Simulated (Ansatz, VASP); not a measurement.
# Two plane-wave programs on ZrTi3O8

```
CELL_PARAMETERS angstrom
3.85816 0.00000 0.00000
0.00000 3.85816 0.00000
0.00000 0.00000 9.97918
ATOMIC_POSITIONS crystal
Zr 0.50000 0.50000 0.50000
Ti 0.00000 0.00000 0.00000
Ti 0.00000 0.50000 0.23654
Ti 0.50000 0.00000 0.76346
O 0.00000 0.50000 0.43810
O 0.50000 0.00000 0.96109
O 0.00000 0.00000 0.19861
O 0.50000 0.50000 0.72152
O 0.00000 0.50000 0.03891
O 0.50000 0.00000 0.56190
O 0.00000 0.00000 0.80139
O 0.50000 0.50000 0.27848
```

Alike in both runs: task single point; functional PBEsol; k mesh 8 × 8 × 4; occupations gaussian, width 0.02 eV; no spin polarisation.

|  | VASP | Ansatz |
| --- | --- | --- |
| version | VASP 6.6.1 | Ansatz 0.2.0 |
| potentials or method | VASP PAW PBE potentials, release 64 (Zr_sv, Ti_sv, O), cutoff 520 eV | scalar-relativistic, plane waves, PAW |
| valence electrons in the cell | 96 | 96 |

VASP gave:

```
gap on the k mesh at the Fermi level (eV)                     : 2.04
least direct gap on the mesh (eV)                             : 2.17
pressure (GPa)                                                : -5.0
traceless stress, the component that is largest in VASP (GPa) : -0.21
rms of the force components (eV/Å)                            : 0.041
```

Q: What did Ansatz give for the same quantities?

A: gap on the k mesh at the Fermi level (eV): 2.06; least direct gap on the mesh (eV): 2.19; pressure (GPa): -5.6; traceless stress, the component that is largest in VASP (GPa): -0.26; rms of the force components (eV/Å): 0.049.

VASP's potentials were made for PBE, not for PBEsol. Atom by atom the forces differ by 0.009 eV/Å (rms over components). With one functional, cell and mesh, what is left measures potentials, basis and numerics.
